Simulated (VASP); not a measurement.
# ZnS (Pmm2) in VASP: single point with PBE

Aim: the single point of ZnS with PBE.

All numbers are computed with VASP 6.6.1; they aren't measurements. Logs are shortened: lines on timing, memory, paths and dates and some standing lists are left out, and cuts for length are marked.

## Step 1: The cell of the first run

The structure is orthorhombic, space group Pmm2 (No. 25). The conventional cell has a = 3.825 Å, b = 3.825 Å, c = 11.319 Å, α = 90.00°, β = 90.00°, γ = 90.00°. Zn (site symmetry mm2) has 4 S at 2.34 to 2.66 Å within 3.1 Å. Within 3.1 Å of Zn (site symmetry mm2) lie 4 S at 2.34 Å. Within 3.1 Å of Zn (site symmetry mm2) lie 4 S at 2.34 Å. Within 3.1 Å of Zn (site symmetry mm2) lie 4 S at 2.34 Å. S (site symmetry mm2) has 4 Zn at 2.34 Å within 3.1 Å. S (site symmetry mm2) has 4 Zn at 2.34 Å within 3.1 Å. Within 3.1 Å of S (site symmetry mm2) lie 4 Zn at 2.34 Å. S (site symmetry mm2) has 4 Zn at 2.34 to 2.66 Å within 3.1 Å.

## Step 2: Single point, PBE

Input file INCAR:

```
SYSTEM = ZnS
ALGO = Normal
EDIFF = 1E-6
ENCUT = 520
GGA = PE
ISIF = 2
ISMEAR = 0
LASPH = .TRUE.
LCHARG = .FALSE.
LREAL = .FALSE.
LWAVE = .FALSE.
NBANDS = 46
NELM = 80
PREC = Accurate
SIGMA = 0.05
```

Input file KPOINTS:

```
k-points
0
G
  7 7 3
  0 0 0
```

Input file POSCAR:

```
ZnS
1.0
   -2.7046500000     -2.7046500000      0.0000000000
    2.7046500000     -2.7046500000      0.0000000000
    0.0000000000      0.0000000000     11.3186000000
Zn S
4 4
Direct
    0.0000000000      0.0000000000      0.8960858675
    0.5000000000      0.5000000000      0.1792171735
    0.0000000000      0.0000000000      0.4181734048
    0.5000000000      0.5000000000      0.6571296362
    0.5000000000      0.0000000000      0.2986952892
    0.0000000000      0.5000000000      0.5376515205
    0.5000000000      0.0000000000      0.7766077518
    0.0000000000      0.5000000000      0.0597390578
```

Potentials or basis: VASP PAW PBE potentials, release 64 (Zn, S).

Run with:

```
cat potpaw_PBE.64/Zn/POTCAR potpaw_PBE.64/S/POTCAR > POTCAR
mpirun -np 1 vasp_std > vasp.out
```

OUTCAR:

```text
SYSTEM = ZnS
   EDIFF = 1E-6
   ENCUT = 520
   GGA = PE
   ISIF = 2
   ISMEAR = 0
   LASPH = .TRUE.
   LREAL = .FALSE.
   NELM = 80
   PREC = Accurate

 ion  position               nearest neighbor table
   1  0.000  0.000  0.896-   7 2.34   7 2.34   8 2.66   8 2.66
   2  0.500  0.500  0.179-   5 2.34   8 2.34   5 2.34   8 2.34
   3  0.000  0.000  0.418-   5 2.34   5 2.34   6 2.34   6 2.34
   4  0.500  0.500  0.657-   7 2.34   7 2.34   6 2.34   6 2.34
   5  0.500  0.000  0.299-   3 2.34   3 2.34   2 2.34   2 2.34
   6  0.000  0.500  0.538-   3 2.34   4 2.34   3 2.34   4 2.34
   7  0.500  0.000  0.777-   4 2.34   4 2.34   1 2.34   1 2.34
   8  0.000  0.500  0.060-   2 2.34   2 2.34   1 2.66   1 2.66

  LATTYP: Found a simple tetragonal cell.
 ALAT       =     3.8249527115
 C/A-ratio  =     2.9591476951

  Lattice vectors:

 A1 = (  -2.7046500000,  -2.7046500000,   0.0000000000)
 A2 = (   2.7046500000,  -2.7046500000,   0.0000000000)
 A3 = (   0.0000000000,   0.0000000000,  11.3186000000)

Analysis of symmetry for initial positions (statically):
=====================================================================
 Subroutine PRICEL returns:
 Original cell was already a primitive cell.

 Routine SETGRP: Setting up the symmetry group for a
 simple tetragonal supercell.

 Subroutine GETGRP returns: Found  4 space group operations
 (whereof  4 operations were pure point group operations)
 out of a pool of 16 trial point group operations.

The static configuration has the point symmetry C_2v.

Analysis of symmetry for dynamics (positions and initial velocities):
=====================================================================
 Subroutine PRICEL returns:
 Original cell was already a primitive cell.

 Routine SETGRP: Setting up the symmetry group for a
 simple tetragonal supercell.

 Subroutine GETGRP returns: Found  4 space group operations
 (whereof  4 operations were pure point group operations)
 out of a pool of 16 trial point group operations.

The dynamic configuration has the point symmetry C_2v.

 Subroutine INISYM returns: Found  4 space group operations
 (whereof  4 operations are pure point group operations),
 and found     1 'primitive' translations

[... 109 lines left out ...]
   NSW    =      0    number of steps for IOM
   IBRION =     -1    ionic relax: 0-MD 1-quasi-New 2-CG
   NFREE  =      0    steps in history (QN), initial steepest desc. (CG)
   ISIF   =      2    stress and relaxation
   ISYM   =      2    0-nonsym 1-usesym 2-fastsym
   POTIM  = 0.5000    time-step for ionic-motion
   TEBEG  =    0.0;   TEEND  =   0.0 temperature during run
   PSTRESS=    0.0 pullay stress
   NELECT =      72.0000    total number of electrons
   NUPDOWN=      -1.0000    fix difference up-down
   EMIN   =  10.00;   EMAX   =-10.00  energy-range for DOS
   EFERMI =   0.00;   METHOD = LEGACY
   ISMEAR =     0;   SIGMA  =   0.05  broadening in eV -4-tet -1-fermi 0-gaus
   EFERMI_NEDOS =   21; number of points for ismear=-14 and -15
   IALGO  =     38    algorithm
   IMIX   =      4    mixing-type and parameters
     AMIX     =   0.40;   BMIX     =  1.00
     AMIX_MAG =   1.60;   BMIX_MAG =  1.00
  volume/ion in A,a.u.               =      20.70       139.69
  Fermi-wavevector in a.u.,A,eV,Ry     =   1.240235  2.343705 20.928254  1.538183
  Thomas-Fermi vector in A             =   2.374685
   LORBIT       =      0    0 simple, 1 ext, 2 COOP (PROOUT), +10 PAW based schemes
   GGA     = PE    functional components
   LHFCALC =     F    Hartree Fock is set to
   AEXX    =    0.0000 exact exchange contribution
   IVDW    =     0    specifies the selected vdW correction
   LEPSILON=     F    determine dielectric tensor
   LRPA    =     F    only Hartree local field effects (RPA)
 non-spin polarized calculation
 Gauss-broadening in eV      SIGMA  =   0.05
  energy-cutoff  :      520.00
  volume of cell :      165.59
 maximum number of plane-waves:      4474
   NGX = 15   NGY = 15   NGZ = 43

 number of electron      71.9999934 magnetization

 Free energy of the ion-electron system (eV)
  ---------------------------------------------------
  ext. energy  EPLUGINS =         0.00000000
  ---------------------------------------------------
  free energy    TOTEN  =       -26.92174892 eV

  energy without entropy =      -26.92174892  energy(sigma->0) =      -26.92174892

 E-fermi :   2.2692     XC(G=0):  -9.4043

 val. band max:        2.0177650368   @ k =   0.0000   0.0000   0.0000
 cond. band min:       3.4581250927   @ k =   0.0000   0.0000   0.0000
 fundamental gap:      1.4403600558
 Fermi energy:         2.2692219502

 k-point     1 :       0.0000    0.0000    0.0000
  band No.  band energies     occupation
      1     -11.4635      2.00000
      2     -10.9474      2.00000
      3     -10.5230      2.00000
      4      -9.7028      2.00000
      5      -4.8705      2.00000
      6      -4.7828      2.00000
[... 1165 lines left out ...]
     45       8.4686      0.00000
     46       8.6120      0.00000

 [... further k-points ...]

------------------------ aborting loop because EDIFF is reached ----------------------------------------

  FORCE on cell =-STRESS in cart. coord.  units (eV):
  Direction    XX          YY          ZZ          XY          YZ          ZX
  --------------------------------------------------------------------------------------
  -------------------------------------------------------------------------------------
  Total        0.2200018      0.2200018     -2.6667206      0.2283623      0.0000000      0.0000000
  in kB        2.1285900      2.1285900    -25.8013985      2.2094806      0.0000000      0.0000000
  external PRESSURE =      -7.1814062 kB  Pullay stress =       0.0000000 kB

 VOLUME and BASIS-vectors are now :
 -----------------------------------------------------------------------------
  energy-cutoff  :      520.00
  volume of cell :      165.59
      direct lattice vectors                 reciprocal lattice vectors
    -2.704650000 -2.704650000  0.000000000    -0.184866803 -0.184866803  0.000000000
     2.704650000 -2.704650000  0.000000000     0.184866803 -0.184866803  0.000000000
     0.000000000  0.000000000 11.318600000     0.000000000  0.000000000  0.088350149

 POSITION                                       TOTAL-FORCE (eV/Angst)
 -----------------------------------------------------------------------------------
      0.00000      0.00000     10.14244        -0.000000      0.000000      1.530209
      0.00000     -2.70465      2.02849        -0.000000     -0.000000     -0.410658
      0.00000      0.00000      4.73314         0.000000     -0.000000     -0.222776
      0.00000     -2.70465      7.43779        -0.000000     -0.000000     -0.222665
     -1.35232     -1.35232      3.38081        -0.000000     -0.000000      0.217693
      1.35232     -1.35232      6.08546         0.000000      0.000000      0.227528
     -1.35232     -1.35232      8.79011        -0.000000     -0.000000      0.459780
      1.35232     -1.35232      0.67616        -0.000000     -0.000000     -1.579111
 -----------------------------------------------------------------------------------
    total drift:                                0.000000     -0.000000     -0.001074

  FREE ENERGIE OF THE ION-ELECTRON SYSTEM (eV)
  ---------------------------------------------------
  free  energy   TOTEN  =       -26.9217489250 eV

  energy  without entropy=      -26.9217489250  energy(sigma->0) =      -26.92174892
```

stdout:

```text
POSCAR found type information on POSCAR ZnS
 POSCAR found :  2 types and       8 ions
 scaLAPACK will be used
 LDA part: xc-table for (Slater+PW92), standard interpolation
 POSCAR, INCAR and KPOINTS ok, starting setup
 FFT: planning ... GRIDC
 FFT: planning ... GRID_SOFT
 FFT: planning ... GRID
 WAVECAR not read
 entering main loop
```

It took 7.2 min on 1 thread of Intel Xeon 8259CL, shared host; peak memory 0.35 GiB.

What came out:

```yaml
Free_energy: -26.9217 eV
Pressure: -0.7 GPa
Largest_force: 1.579 eV/Å
Band_gap_on_the_k_mesh: 1.44 eV, direct
```

Forces in eV/Å, atoms in the order of the input:
```
Zn   0.000  0.000  1.530
Zn   0.000  0.000 -0.411
Zn   0.000  0.000 -0.223
Zn   0.000  0.000 -0.223
S    0.000  0.000  0.218
S    0.000  0.000  0.228
S    0.000  0.000  0.460
S    0.000  0.000 -1.579
```

Levels at points of the mesh, in eV from the valence-band top:
| k point | band 34 | band 35 | band 36 | band 37 | band 38 | band 39 |
| --- | --- | --- | --- | --- | --- | --- |
| (0.00, 0.00, 0.00) | -0.41 | -0.20 | 0.00 | 1.44 | 3.17 | 3.68 |

Caveat: forces of over 1 eV/Å act on the atoms, so gaps and moduli don't describe the material at rest. As with any semilocal functional, this PBE gap is likely too small.
